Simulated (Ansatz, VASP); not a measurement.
One calculation of CsTaAlP3, two programs

```
CELL_PARAMETERS angstrom
6.92179 0.00000 0.00000
-3.46090 5.99445 0.00000
0.00000 0.00000 3.22356
ATOMIC_POSITIONS crystal
Cs 0.00000 0.00000 0.00000
Ta 0.66667 0.33333 0.00000
Al 0.33333 0.66667 0.00000
P 0.99441 0.49721 0.50000
P 0.50279 0.49721 0.50000
P 0.50279 0.00559 0.50000
```

Change from the starting cell: species swapped into the YSiBRh3 type (P-6m2, No. 187).

Alike in both runs: task relaxation of cell and atoms; functional PBE; k mesh 3 × 3 × 6; occupations gaussian, width 0.1 eV; no spin polarisation.

|  | VASP | Ansatz |
| --- | --- | --- |
| version | VASP 6.6.1 | Ansatz 0.2.0 |
| potentials or method | VASP PAW PBE potentials, release 64 (Cs_sv, Ta_pv, Al, P), cutoff 600 eV | scalar-relativistic, plane waves, PAW |
| valence electrons in the cell | 38 | 40 |

```csv
,VASP,Ansatz,Ansatz less VASP
"gap on the k mesh at the Fermi level, each at its own relaxed structure (eV)",none,none,-
relaxed volume (Å³/atom),22.36,22.29,-0.072
relaxed length of the cell vector where the two differ most in proportion (Å),6.912,6.903,-0.0088
```

A gap of «none» marks a metal or a gap that the smearing closes. VASP's potentials hold 38 valence electrons a cell and Ansatz's 40, so a difference there can come from the potentials and not from the codes.

Spin-orbit coupling is off throughout.
